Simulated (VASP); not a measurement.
# Ge in VASP: further runs

Ge is run at these levels: PBEsol; tasks: single point.

Program: VASP 6.6.1. These are calculated values, not measurements. Logs are shortened: lines on timing, memory, paths and dates and some standing lists are left out, and cuts for length are marked.

## (1) The cell of the first run

The cell holds a slab with vacuum, 6 atoms: a = 3.997 Å, b = 3.997 Å, c = 22.426 Å, α = 90.00°, β = 90.00°, γ = 120.00°.

## (2) Single point, PBEsol

Contents of INCAR:

```
SYSTEM = Ge
PREC = Accurate ; ENCUT = 520
EDIFF = 1E-7 ; ISMEAR = 0
SIGMA = 0.1 ; LREAL = .False.
LASPH = .True. ; NELM = 60
ALGO = Normal ; ISIF = 2
LWAVE = .False. ; LCHARG = .True.
LDIPOL = .True. ; IDIPOL = 3
DIPOL = 0.5 0.5 0.500 ; GGA = PS
LELF = .True. ; LVHAR = .True.
LVACPOTAV = .True. ; NBANDS = 51
EFIELD = 0.3
```

Contents of KPOINTS:

```
Automatic mesh
0
Gamma
  9 9 1
  0 0 0
```

Contents of POSCAR:

```
Ge
1.0
    3.9969678637      0.0000000000      0.0000000000
   -1.9984839318      3.4614757080      0.0000000000
    0.0000000000      0.0000000000     22.4263442933
Ge
6
Direct
    0.3333333333      0.6666666667      0.3344281128
    0.6666666667      0.3333333333      0.3714372279
    0.6666666667      0.3333333333      0.4814954425
    0.3333333333      0.6666666667      0.5185045575
    0.3333333333      0.6666666667      0.6285627721
    0.6666666667      0.3333333333      0.6655718872
```

Potentials or basis: VASP PAW PBE potentials, release 64 (Ge_d).

On the command line:

```bash
cat potpaw_PBE.64/Ge_d/POTCAR > POTCAR
mpirun -np 1 vasp_std > vasp.out
```

OUTCAR:

```text
SYSTEM = Ge
   PREC = Accurate
   ENCUT = 520
   EDIFF = 1E-7
   ISMEAR = 0
   LREAL = .False.
   LASPH = .True.
   NELM = 60
   ISIF = 2
   GGA = PS

 ion  position               nearest neighbor table
   1  0.333  0.667  0.334-   2 2.45   2 2.45   2 2.45
   2  0.667  0.333  0.371-   1 2.45   1 2.45   1 2.45   3 2.47
   3  0.667  0.333  0.481-   4 2.45   4 2.45   4 2.45   2 2.47
   4  0.333  0.667  0.519-   3 2.45   3 2.45   3 2.45   5 2.47
   5  0.333  0.667  0.629-   6 2.45   6 2.45   6 2.45   4 2.47
   6  0.667  0.333  0.666-   5 2.45   5 2.45   5 2.45

  LATTYP: Found a hexagonal cell.
 ALAT       =     3.9969678637
 C/A-ratio  =     5.6108392807

  Lattice vectors:

 A1 = (   3.9969678637,   0.0000000000,   0.0000000000)
 A2 = (  -1.9984839318,   3.4614757080,   0.0000000000)
 A3 = (   0.0000000000,   0.0000000000,  22.4263442933)

Analysis of symmetry for initial positions (statically):
=====================================================================
 Subroutine PRICEL returns:
 Original cell was already a primitive cell.

 Routine SETGRP: Setting up the symmetry group for a
 hexagonal supercell.

 Subroutine GETGRP returns: Found 12 space group operations
 (whereof 12 operations were pure point group operations)
 out of a pool of 24 trial point group operations.

The static configuration has the point symmetry D_3d.

Analysis of symmetry for dynamics (positions and initial velocities):
=====================================================================
 An external electric field (EFIELD) may reduce the allowed symmetry operations
 Subroutine PRICEL returns:
 Original cell was already a primitive cell.

 Routine SETGRP: Setting up the symmetry group for a
 hexagonal supercell.

 Subroutine GETGRP returns: Found  6 space group operations
 (whereof  6 operations were pure point group operations)
 out of a pool of 24 trial point group operations.

The dynamic configuration has the point symmetry C_3v.

 Subroutine INISYM returns: Found  6 space group operations
 (whereof  6 operations are pure point group operations),
 and found     1 'primitive' translations

----------------------------------------------------------------------------------------

                                     Primitive cell

  volume of cell :     310.2776

  direct lattice vectors                    reciprocal lattice vectors
[... 84 lines left out ...]
   EDIFFG = 0.1E-05   stopping-criterion for IOM
   NSW    =      0    number of steps for IOM
   IBRION =     -1    ionic relax: 0-MD 1-quasi-New 2-CG
   NFREE  =      0    steps in history (QN), initial steepest desc. (CG)
   ISIF   =      2    stress and relaxation
   ISYM   =      2    0-nonsym 1-usesym 2-fastsym
   POTIM  = 0.5000    time-step for ionic-motion
   TEBEG  =    0.0;   TEEND  =   0.0 temperature during run
   PSTRESS=    0.0 pullay stress
   NELECT =      84.0000    total number of electrons
   NUPDOWN=      -1.0000    fix difference up-down
   EMIN   =  10.00;   EMAX   =-10.00  energy-range for DOS
   EFERMI =   0.00;   METHOD = LEGACY
   ISMEAR =     0;   SIGMA  =   0.10  broadening in eV -4-tet -1-fermi 0-gaus
   EFERMI_NEDOS =   21; number of points for ismear=-14 and -15
   IALGO  =     38    algorithm
   IMIX   =      4    mixing-type and parameters
     AMIX     =   0.40;   BMIX     =  1.00
     AMIX_MAG =   1.60;   BMIX_MAG =  1.00
  volume/ion in A,a.u.               =      51.71       348.98
  Fermi-wavevector in a.u.,A,eV,Ry     =   1.059053  2.001320 15.260209  1.121594
  Thomas-Fermi vector in A             =   2.194385
   LORBIT       =      0    0 simple, 1 ext, 2 COOP (PROOUT), +10 PAW based schemes
   GGA     = PS    functional components
   LHFCALC =     F    Hartree Fock is set to
   AEXX    =    0.0000 exact exchange contribution
   IVDW    =     0    specifies the selected vdW correction
   LEPSILON=     F    determine dielectric tensor
   LRPA    =     F    only Hartree local field effects (RPA)
 non-spin polarized calculation
 Gauss-broadening in eV      SIGMA  =   0.10
  energy-cutoff  :      520.00
  volume of cell :      310.28
 maximum number of plane-waves:      8417
 NGX is ok and might be reduce to    30
   NGX = 15   NGY = 15   NGZ = 83

 number of electron      84.0000074 magnetization

 dipolmoment           0.000000      0.000000      0.240711 electrons x Angstroem

 Free energy of the ion-electron system (eV)
  ---------------------------------------------------
  ext. energy  EPLUGINS =         0.00000000
  ---------------------------------------------------
  free energy    TOTEN  =       -27.53430002 eV

  energy without entropy =      -27.50670174  energy(sigma->0) =      -27.52050088

 E-fermi :  -0.6491     XC(G=0):  -5.0729

 val. band max:       -0.6806814757   @ k =   0.2222   0.1111   0.0000
 cond. band min:      -0.6387434680   @ k =   0.1111   0.0000   0.0000
 fundamental gap:      0.0419380077
 Fermi energy:        -0.6491270418

 k-point     1 :       0.0000    0.0000    0.0000
  band No.  band energies     occupation
      1     -25.1838      2.00000
      2     -25.1838      2.00000
      3     -25.1369      2.00000
      4     -25.1161      2.00000
      5     -25.1161      2.00000
      6     -25.1137      2.00000
[... 637 lines left out ...]
     50       5.6604      0.00000
     51       6.1201      0.00000

------------------------ aborting loop because EDIFF is reached ----------------------------------------

  FORCE on cell =-STRESS in cart. coord.  units (eV):
  Direction    XX          YY          ZZ          XY          YZ          ZX
  --------------------------------------------------------------------------------------
  -------------------------------------------------------------------------------------
  Total       -0.1094808     -0.1094808      0.5695692     -0.0000000      0.0000000     -0.0000000
  in kB       -0.5653250     -0.5653250      2.9410790     -0.0000000      0.0000000     -0.0000000
  external PRESSURE =       0.6034763 kB  Pullay stress =       0.0000000 kB

 VOLUME and BASIS-vectors are now :
 -----------------------------------------------------------------------------
  energy-cutoff  :      520.00
  volume of cell :      310.28
      direct lattice vectors                 reciprocal lattice vectors
     3.996967864  0.000000000  0.000000000     0.250189652  0.144447063  0.000000000
    -1.998483932  3.461475708  0.000000000     0.000000000  0.288894126  0.000000000
     0.000000000  0.000000000 22.426344293     0.000000000  0.000000000  0.044590415

 POSITION                                       TOTAL-FORCE (eV/Angst)
 -----------------------------------------------------------------------------------
     -0.00000      2.30765      7.50000        -0.000000     -0.000000      0.171950
      1.99848      1.15383      8.32998         0.000000     -0.000000     -0.348043
      1.99848      1.15383     10.79818         0.000000      0.000000      0.146241
     -0.00000      2.30765     11.62816        -0.000000     -0.000000     -0.145428
     -0.00000      2.30765     14.09637         0.000000     -0.000000      0.270440
      1.99848      1.15383     14.92634         0.000000     -0.000000     -0.095160
 -----------------------------------------------------------------------------------
    total drift:                               -0.000000      0.000000      0.000091

  FREE ENERGIE OF THE ION-ELECTRON SYSTEM (eV)
  ---------------------------------------------------
  free  energy   TOTEN  =       -27.5343000184 eV

  energy  without entropy=      -27.5067017443  energy(sigma->0) =      -27.52050088
```

OSZICAR:

```text
N       E                     dE             d eps       ncg     rms          rms(c)
DAV:   1     0.865411266959E+03    0.86541E+03   -0.44024E+04  1496   0.324E+03
DAV:   2     0.138041524268E+03   -0.72737E+03   -0.70641E+03  1248   0.865E+02
DAV:   3    -0.163482312534E+02   -0.15439E+03   -0.15259E+03  1540   0.238E+02
[... 21 lines left out ...]
DAV:  25    -0.275342972038E+02   -0.43651E-05   -0.64510E-07  1283   0.866E-03    0.626E-04
DAV:  26    -0.275342988094E+02   -0.16055E-05   -0.20398E-07   900   0.650E-03    0.194E-04
DAV:  27    -0.275342996245E+02   -0.81514E-06   -0.54269E-08   896   0.448E-03    0.145E-04
DAV:  28    -0.275342999297E+02   -0.30522E-06   -0.34546E-08   903   0.249E-03    0.100E-04
DAV:  29    -0.275343000184E+02   -0.88734E-07   -0.11853E-08   885   0.150E-03
   1 F= -.27534300E+02 E0= -.27520501E+02  d E =-.275983E-01
```

stdout:

```text
POSCAR found type information on POSCAR Ge
 POSCAR found :  1 types and       6 ions
 scaLAPACK will be used
 -----------------------------------------------------------------------------
|                                                                             |
[... 39 lines left out ...]
|     field-free region was found. Please increase the size of  your cell     |
|     in the dimension of the dipole correction to obtain accurate            |
|     workfunction values.                                                    |
|                                                                             |
 -----------------------------------------------------------------------------
```

Wall time 7.4 min (1 thread of Intel Xeon Platinum 8488C (Sapphire Rapids), shared host); peak memory 0.44 GiB.

What came out:

| Property | Result |
| --- | --- |
| Free energy | -27.5343 eV |
| Largest force | 0.348 eV/Å |
| Band gap on the k mesh | zero (bands 42 and 43 overlap by 0.45 eV) |

Forces in eV/Å, atoms in the order of the input:
```
Ge   0.000  0.000  0.172
Ge   0.000  0.000 -0.348
Ge   0.000  0.000  0.146
Ge   0.000  0.000 -0.145
Ge   0.000  0.000  0.270
Ge   0.000  0.000 -0.095
```

Levels at points of the mesh, in eV from the Fermi level:
```
           k point  band 39  band 40  band 41  band 42  band 43  band 44  band 45  band 46
(0.00, 0.00, 0.00)    -0.26    -0.26     0.28     0.28     0.45     0.87     1.35     1.63
```

Caveat: the PAW data sets were made with another functional, which shifts forces and pressure a little.

## (3) Single point, PBEsol

Contents of INCAR:

```
SYSTEM = Ge
ALGO = Normal
DIPOL = 0.5 0.5 0.500
EDIFF = 1E-6
ENCUT = 520
GGA = PS
IDIPOL = 3
ISIF = 2
ISMEAR = 0
LASPH = .True.
LCHARG = .False.
LDIPOL = .True.
LREAL = .False.
LWAVE = .False.
NBANDS = 51
NELM = 80
PREC = Accurate
SIGMA = 0.5
```

Contents of KPOINTS:

```
k-points
0
Gamma
  9 9 1
  0 0 0
```

POSCAR is that of step 2.

Potentials or basis: VASP PAW PBE potentials, release 64 (Ge_d).

On the command line:

```bash
cat potpaw_PBE.64/Ge_d/POTCAR > POTCAR
mpirun -np 1 vasp_std > vasp.out
```

Run time: 5.2 min. Hardware: 1 thread of Intel Xeon Platinum 8488C (Sapphire Rapids), shared host; peak memory 0.45 GiB.

Results (log left out):

```yaml
Free_energy: -27.7200 eV
Largest_force: 0.229 eV/Å
Band_gap_on_the_k_mesh: zero (bands 42 and 43 overlap by 0.42 eV)
```

Forces on the atoms (eV/Å):
```
Ge   0.000  0.000  0.027
Ge   0.000  0.000 -0.229
Ge   0.000  0.000  0.102
Ge   0.000  0.000 -0.102
Ge   0.000  0.000  0.229
Ge   0.000  0.000 -0.027
```

Levels at points of the mesh, in eV from the Fermi level:
```csv
k point,band 40,band 41,band 42,band 43,band 44,band 45
"(0.00, 0.00, 0.00)",-0.23,0.31,0.31,0.47,0.91,1.38
```

Caveat: so wide a smearing shifts energies and pressures; the PAW data sets were made with another functional, which shifts forces and pressure a little.

## (4) Single point, PBEsol

Contents of INCAR:

```
SYSTEM = Ge
  PREC = Accurate
  ENCUT = 520
  EDIFF = 1E-6
  ISMEAR = 0
  SIGMA = 0.1
  LREAL = .FALSE.
  LASPH = .TRUE.
  NELM = 80
  ALGO = Normal
  ISIF = 2
  LWAVE = .FALSE.
  LCHARG = .TRUE.
  LDIPOL = .TRUE.
  IDIPOL = 3
  DIPOL = 0.5 0.5 0.500
  GGA = PS
  LELF = .TRUE.
  LVHAR = .TRUE.
  LVACPOTAV = .TRUE.
  NBANDS = 51
  EFIELD = -0.6
```

Contents of KPOINTS:

```
regular mesh
0
G
  9 9 1
  0 0 0
```

POSCAR is that of step 3.

On the command line:

```bash
cat potpaw_PBE.64/Ge_d/POTCAR > POTCAR
mpirun -np 1 vasp_std > vasp.out
```

It took 6.4 min on 1 thread of Intel Xeon Platinum 8488C (Sapphire Rapids), shared host; peak memory 0.45 GiB.

The run converged. Its results:

```
Free energy            : -27.6427 eV
Largest force          : 0.387 eV/Å
Band gap on the k mesh : zero (bands 42 and 43 overlap by 0.44 eV)
```

Forces in eV/Å, atoms in the order of the input:
```
Ge   0.000  0.000  0.048
Ge   0.000  0.000 -0.233
Ge   0.000  0.000  0.143
Ge   0.000  0.000 -0.145
Ge   0.000  0.000  0.387
Ge   0.000  0.000 -0.201
```

Levels at points of the mesh, in eV from the Fermi level:
```tsv
k point	band 40	band 41	band 42	band 43	band 44	band 45
(0.00, 0.00, 0.00)	-0.27	0.28	0.28	0.45	0.86	1.34
```

Caveat: the PAW data sets were made with another functional, which shifts forces and pressure a little.

## (5) Single point, PBEsol

Contents of INCAR:

```
PREC = Accurate
ENCUT = 520
EDIFF = 1E-7
ISMEAR = -1
SIGMA = 0.025
LREAL = F
LASPH = T
NELM = 80
ALGO = Normal
ISIF = 2
LWAVE = F
LCHARG = F
LDIPOL = T
IDIPOL = 3
DIPOL = 0.5 0.5 0.500
GGA = PS
NBANDS = 51
```

Contents of KPOINTS:

```
Automatic mesh
0
Gamma
  9 9 1
```

POSCAR is that of step 4.

Potentials or basis: VASP PAW PBE potentials, release 64 (Ge_d).

On the command line:

```bash
cat potpaw_PBE.64/Ge_d/POTCAR > POTCAR
mpirun -np 1 vasp_std > vasp.out
```

OUTCAR:

```text
PREC = Accurate
   ENCUT = 520
   EDIFF = 1E-7
   ISMEAR = -1
   LREAL = F
   LASPH = T
   NELM = 80
   ISIF = 2
   GGA = PS

 ion  position               nearest neighbor table
   1  0.333  0.667  0.334-   2 2.45   2 2.45   2 2.45
   2  0.667  0.333  0.371-   1 2.45   1 2.45   1 2.45   3 2.47
   3  0.667  0.333  0.481-   4 2.45   4 2.45   4 2.45   2 2.47
   4  0.333  0.667  0.519-   3 2.45   3 2.45   3 2.45   5 2.47
   5  0.333  0.667  0.629-   6 2.45   6 2.45   6 2.45   4 2.47
   6  0.667  0.333  0.666-   5 2.45   5 2.45   5 2.45

  LATTYP: Found a hexagonal cell.
 ALAT       =     3.9969678637
 C/A-ratio  =     5.6108392807
[... 843 lines left out ...]
  Total       -0.0479483     -0.0479483      0.4193363     -0.0000000      0.0000000      0.0000000
  in kB       -0.2475899     -0.2475899      2.1653228     -0.0000000      0.0000000      0.0000000
  external PRESSURE =       0.5567143 kB  Pullay stress =       0.0000000 kB

 VOLUME and BASIS-vectors are now :
 -----------------------------------------------------------------------------
  energy-cutoff  :      520.00
  volume of cell :      310.28
      direct lattice vectors                 reciprocal lattice vectors
     3.996967864  0.000000000  0.000000000     0.250189652  0.144447063  0.000000000
    -1.998483932  3.461475708  0.000000000     0.000000000  0.288894126  0.000000000
     0.000000000  0.000000000 22.426344293     0.000000000  0.000000000  0.044590415

 POSITION                                       TOTAL-FORCE (eV/Angst)
 -----------------------------------------------------------------------------------
     -0.00000      2.30765      7.50000        -0.000000      0.000000      0.143893
      1.99848      1.15383      8.32998        -0.000000      0.000000     -0.284298
      1.99848      1.15383     10.79818         0.000000      0.000000      0.123551
     -0.00000      2.30765     11.62816         0.000000      0.000000     -0.123551
     -0.00000      2.30765     14.09637         0.000000     -0.000000      0.284298
      1.99848      1.15383     14.92634        -0.000000      0.000000     -0.143893
 -----------------------------------------------------------------------------------
    total drift:                               -0.000000      0.000000      0.000000

  FREE ENERGIE OF THE ION-ELECTRON SYSTEM (eV)
  ---------------------------------------------------
  free  energy   TOTEN  =       -27.4886760769 eV

  energy  without entropy=      -27.4742576085  energy(sigma->0) =      -27.48146684

 vacuum level on the upper side and lower side of the slab         3.907         3.907
```

OSZICAR:

```text
N       E                     dE             d eps       ncg     rms          rms(c)
DAV:   1     0.869843988760E+03    0.86984E+03   -0.43954E+04  1491   0.324E+03
DAV:   2     0.128788573776E+03   -0.74106E+03   -0.72030E+03  1312   0.856E+02
DAV:   3    -0.170752747232E+02   -0.14586E+03   -0.14412E+03  1642   0.224E+02
DAV:   4    -0.275161170322E+02   -0.10441E+02   -0.10382E+02  1432   0.708E+01
[... 15 lines left out ...]
DAV:  20    -0.274886634738E+02   -0.20356E-04   -0.14413E-06  1342   0.162E-02    0.493E-04
DAV:  21    -0.274886741567E+02   -0.10683E-04   -0.12275E-06  1247   0.122E-02    0.343E-04
DAV:  22    -0.274886757636E+02   -0.16069E-05   -0.18401E-07   951   0.178E-02    0.149E-04
DAV:  23    -0.274886760113E+02   -0.24770E-06   -0.50029E-08   885   0.415E-03    0.540E-05
DAV:  24    -0.274886760769E+02   -0.65569E-07   -0.42956E-08   849   0.258E-03
   1 F= -.27488676E+02 E0= -.27481467E+02  d E =-.144185E-01
```

Wall time 4.8 min (1 thread of Intel Xeon Platinum 8488C (Sapphire Rapids), shared host); peak memory 0.44 GiB.

Results:

* Free energy: -27.4887 eV
* Largest force: 0.284 eV/Å
* Band gap on the k mesh: zero (bands 42 and 43 overlap by 0.46 eV)

Forces on the atoms (eV/Å):
```
Ge   0.000  0.000  0.144
Ge   0.000  0.000 -0.284
Ge   0.000  0.000  0.124
Ge   0.000  0.000 -0.124
Ge   0.000  0.000  0.284
Ge   0.000  0.000 -0.144
```

Caveat: the PAW data sets were made with another functional, which shifts forces and pressure a little.

## (6) The runs side by side

| smearing | electric field (eV/Å) | gap on the mesh (eV) | largest force (eV/Å) |
| --- | --- | --- | --- |
| gaussian 0.1 eV | 0.3 eV/Å | none | 0.35 |
| gaussian 0.5 eV | - | none | 0.23 |
| gaussian 0.1 eV | -0.6 eV/Å | none | 0.39 |
| fermi-dirac 0.025 eV | - | none | 0.28 |

Alike in all rows: task single point; level PBEsol; potentials or basis VASP PAW PBE potentials, release 64 (Ge_d); no spin polarisation; cell as given; k mesh 9 × 9 × 1; cutoff (eV) 520.

Caveats: the PAW data sets were made with another functional, which shifts forces and pressure a little; so wide a smearing shifts energies and pressures (at least some runs).

Absolute energies hang on the potentials; compare differences alone.
